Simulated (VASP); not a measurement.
Set up this calculation in VASP 6.6.1, as the native input.

- Task: single point
- Functional: PBE
- Dispersion: D3(BJ)
- Potentials or basis: VASP PAW PBE potentials, release 64 (Ni)
- Cutoff: 520 eV
- k mesh: 14 × 14 × 14
- Occupations: fermi-dirac, width 0.1 eV
- Spin: collinear spin, ferromagnetic start
- Starting moments: [1.5] μB
- Dipole correction: no
- Further INCAR settings: ALGO = Normal; EDIFF = 1e-06; NBANDS = 15

The structure of Ni lies in POSCAR:

```
Ni
1.0
    0.0000000000      1.7964966163      1.7964966163
    1.7964966163      0.0000000000      1.7964966163
    1.7964966163      1.7964966163      0.0000000000
Ni
1
Direct
    0.0000000000      0.0000000000      0.0000000000
```

These files were run (other wordings do the same):

INCAR

```
PREC = Accurate
ENCUT = 520
EDIFF = 1E-6
ISMEAR = -1
SIGMA = 0.1
LREAL = False
LASPH = True
NELM = 150
ALGO = Normal
ISIF = 2
LWAVE = False
LCHARG = True
ISPIN = 2
MAGMOM = 1.5
LORBIT = 11
LMAXMIX = 4
GGA = PE
IVDW = 12
LELF = True
LVHAR = True
NBANDS = 15
```

KPOINTS

```
regular mesh
0
Gamma
  14 14 14
```

Potentials or basis: VASP PAW PBE potentials, release 64 (Ni).

Run with:

```console
$ cat potpaw_PBE.64/Ni/POTCAR > POTCAR
$ mpirun -np 1 vasp_std > vasp.out
```

It gave:

The pressure is -15.7 GPa and the net moment is 0.63 μB per cell. The site moments are Ni +0.65 μB and the valence electrons inside the program's atomic spheres are Ni 9.20. The dispersion energy per atom is -0.435 eV.

Caveat: three body term missing; pairwise dispersion overbinds metals, which lowers pressure and volume.

Run time: 20 s on 1 thread of Intel(R) Xeon(R) Platinum 8559C (Emerald Rapids), on a shared host, peak memory 0.16 GiB.
